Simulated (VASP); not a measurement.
# MoH4 (P6/mmm) in VASP: notebook, part 2 of 2

VASP 6.6.1.

## 4. Relaxation of cell and atoms, PBE

INCAR

```
SYSTEM = MoH4
PREC = Accurate ; ENCUT = 600
EDIFF = 1E-7 ; ISMEAR = 0
SIGMA = 0.1 ; LREAL = .False.
LASPH = .True. ; NELM = 100
ALGO = Normal ; ISIF = 3
LWAVE = .False. ; LCHARG = .False.
GGA = PE ; IBRION = 2
NSW = 100 ; EDIFFG = -0.01
```

KPOINTS

```
Automatic mesh
0
Gamma
  18 18 8
  0 0 0
```

POSCAR

```
MoH4
1.0
    2.8564592656      0.0000000000      0.0000000000
   -1.4282296328      2.4737662889      0.0000000000
    0.0000000000      0.0000000000      5.1830589513
H Mo
4 1
Direct
    0.3333333333      0.6666666667      0.2182637002
    0.3333333333      0.6666666667      0.7817362998
    0.6666666667      0.3333333333      0.2182637002
    0.6666666667      0.3333333333      0.7817362998
    0.0000000000      0.0000000000      0.0000000000
```

Potentials or basis: VASP PAW PBE potentials, release 64 (H, Mo_sv).

Launch:

```bash
cat potpaw_PBE.64/H/POTCAR potpaw_PBE.64/Mo_sv/POTCAR > POTCAR
mpirun -np 1 vasp_std > vasp.out
```

OUTCAR:

```text
SYSTEM = MoH4
   PREC = Accurate
   ENCUT = 600
   EDIFF = 1E-7
   ISMEAR = 0
   LREAL = .False.
   LASPH = .True.
   NELM = 100
   ISIF = 3
   GGA = PE
   IBRION = 2
   NSW = 100
   EDIFFG = -0.01

 ion  position               nearest neighbor table
   1  0.333  0.667  0.218-   5 2.00   5 2.00   5 2.00
   2  0.333  0.667  0.782-   5 2.00   5 2.00   5 2.00
   3  0.667  0.333  0.218-   5 2.00   5 2.00   5 2.00
   4  0.667  0.333  0.782-   5 2.00   5 2.00   5 2.00
[... 592 lines left out ...]
  --------------------------------------------------------------------------------------
  -------------------------------------------------------------------------------------
  Total        0.0153891      0.0153891     -0.0118815      0.0000000     -0.0000000      0.0000000
  in kB        0.6732101      0.6732101     -0.5197661      0.0000000     -0.0000000      0.0000000
  external PRESSURE =       0.2755513 kB  Pullay stress =       0.0000000 kB

 VOLUME and BASIS-vectors are now :
 -----------------------------------------------------------------------------
  energy-cutoff  :      600.00
  volume of cell :       36.62
      direct lattice vectors                 reciprocal lattice vectors
     2.856459266  0.000000000  0.000000000     0.350083760  0.202120953  0.000000000
    -1.428229633  2.473766289  0.000000000     0.000000000  0.404241906  0.000000000
     0.000000000  0.000000000  5.183058951     0.000000000  0.000000000  0.192936258

 POSITION                                       TOTAL-FORCE (eV/Angst)
 -----------------------------------------------------------------------------------
     -0.00000      1.64918      1.13127         0.000000      0.000000      0.004686
     -0.00000      1.64918      4.05179         0.000000      0.000000     -0.004686
      1.42823      0.82459      1.13127        -0.000000     -0.000000      0.004686
      1.42823      0.82459      4.05179        -0.000000     -0.000000     -0.004686
      0.00000      0.00000      0.00000         0.000000      0.000000      0.000000
 -----------------------------------------------------------------------------------
    total drift:                                0.000000      0.000000      0.000000

  FREE ENERGIE OF THE ION-ELECTRON SYSTEM (eV)
  ---------------------------------------------------
  free  energy   TOTEN  =       -22.7055127409 eV

  energy  without entropy=      -22.6997745265  energy(sigma->0) =      -22.70264363

 reached required accuracy - stopping structural energy minimisation
```

It took 50 s on 1 thread of AMD EPYC 9R45 (Zen 5), shared host; peak memory 0.21 GiB.

Results:

```
Free energy                  : -22.7055 eV
Pressure after relaxing      : 0.0 GPa
Largest force after relaxing : 0.005 eV/Å
Band gap on the k mesh       : zero (band 9 reaches 5.60 eV, above the bottom of band 10 at 5.17 eV)
```

Forces on the atoms (eV/Å):
```
H    0.000  0.000  0.005
H    0.000  0.000 -0.005
H    0.000  0.000  0.005
H    0.000  0.000 -0.005
Mo   0.000  0.000  0.000
```

Stress tensor (GPa, compression positive):
```
 0.07  0.00  0.00
 0.00  0.07  0.00
 0.00  0.00 -0.05
```

Final structure:
```cif
data_structure
_symmetry_space_group_name_H-M 'P 1'
_symmetry_Int_Tables_number 1
_cell_length_a 2.8565
_cell_length_b 2.8565
_cell_length_c 5.1831
_cell_angle_alpha 90.000
_cell_angle_beta 90.000
_cell_angle_gamma 120.000
_cell_volume 36.62
loop_
_atom_site_label
_atom_site_type_symbol
_atom_site_fract_x
_atom_site_fract_y
_atom_site_fract_z
_atom_site_occupancy
H1 H 0.33333 0.66667 0.21826 1
H2 H 0.33333 0.66667 0.78174 1
H3 H 0.66667 0.33333 0.21826 1
H4 H 0.66667 0.33333 0.78174 1
Mo1 Mo 0.00000 0.00000 0.00000 1
```

Caveat: the relaxation stopped at its first step, so nothing moved.

## 5. Single point, PBE

This run uses another cell than the first one, of 8.02 Å³/atom, 1.095 times its volume.

INCAR

```
SYSTEM = MoH4
  PREC = Accurate
  ENCUT = 520
  EDIFF = 1E-7
  ISMEAR = 0
  SIGMA = 0.1
  LREAL = .False.
  LASPH = .True.
  NELM = 100
  ALGO = Normal
  ISIF = 2
  LWAVE = .False.
  LCHARG = .False.
  GGA = PE
  NBANDS = 17
```

KPOINTS

```
regular mesh
0
Gamma
  6 6 4
  0 0 0
```

POSCAR

```
MoH4
1.0
    2.8509752342      0.0000000028      0.0000000000
   -1.4254876195      2.4690169770      0.0000000000
    0.0000000000      0.0000000000      5.6972292609
H Mo
4 1
Direct
    0.3333333333      0.6666666667      0.2004119151
    0.3333333333      0.6666666667      0.7995880849
    0.6666666667      0.3333333333      0.2004119151
    0.6666666667      0.3333333333      0.7995880849
    0.0000000000      0.0000000000      0.0000000000
```

Launch:

```bash
cat potpaw_PBE.64/H/POTCAR potpaw_PBE.64/Mo_sv/POTCAR > POTCAR
mpirun -np 1 vasp_std > vasp.out
```

Run time: 16 s. Hardware: 1 thread of AMD EPYC 7R43 (Zen 3), shared host; peak memory 0.12 GiB.

The run converged. Its results:

```yaml
Free_energy: -22.6855 eV
Pressure: -0.2 GPa
Largest_force: 0.006 eV/Å
Band_gap_on_the_k_mesh: zero (band 9 reaches 4.44 eV, above the bottom of band 10 at 4.29 eV)
```

Forces on the atoms (eV/Å):
```
H    0.000  0.000  0.006
H    0.000  0.000 -0.006
H    0.000  0.000  0.006
H    0.000  0.000 -0.006
Mo   0.000  0.000  0.000
```

Stress tensor (GPa, compression positive):
```
-0.31  0.00  0.00
 0.00 -0.31  0.00
 0.00  0.00 -0.08
```

Levels at points of the mesh, in eV from the Fermi level:
| k point | band 7 | band 8 | band 9 | band 10 | band 11 | band 12 |
| --- | --- | --- | --- | --- | --- | --- |
| (0.00, 0.00, 0.00) | -3.48 | -1.76 | -1.76 | 1.15 | 1.15 | 3.80 |
| (0.50, 0.00, 0.00) | -5.69 | -1.18 | -0.83 | 0.00 | 2.89 | 4.98 |
| (0.00, 0.00, 0.50) | -3.12 | -1.76 | -1.76 | 1.15 | 1.15 | 3.82 |
| (0.50, 0.00, 0.50) | -5.57 | -1.44 | -0.63 | -0.01 | 2.89 | 5.01 |

Caveat: the k points lie up to 0.42 Å⁻¹ apart.

## 6. Overview

```tsv
task	cell	k mesh	cutoff (eV)	gap on the mesh (eV)	pressure (GPa)	largest force (eV/Å)
single point	a = 2.856, b = 2.856, c = 5.183 Å, angles 90.0, 90.0, 120.0°, 5 atoms	18 × 18 × 8	520	none	0.0	0.01
relaxation of cell and atoms	relaxed from a = 2.856, b = 2.856, c = 5.183 Å, angles 90.0, 90.0, 120.0°, 5 atoms	18 × 18 × 8	600	none	0.0	-
single point	a = 2.851, b = 2.851, c = 5.697 Å, angles 90.0, 90.0, 120.0°, 5 atoms	6 × 6 × 4	520	none	-0.2	0.01
```

Alike in all rows: level PBE; potentials or basis VASP PAW PBE potentials, release 64 (H, Mo_sv); no spin polarisation; smearing gaussian 0.1 eV.

Caveats: some runs use coarse meshes; the relaxation stopped at its first step, so nothing moved (some runs).

Total energies depend on the potentials used, so only differences within one code and one set of settings carry meaning.
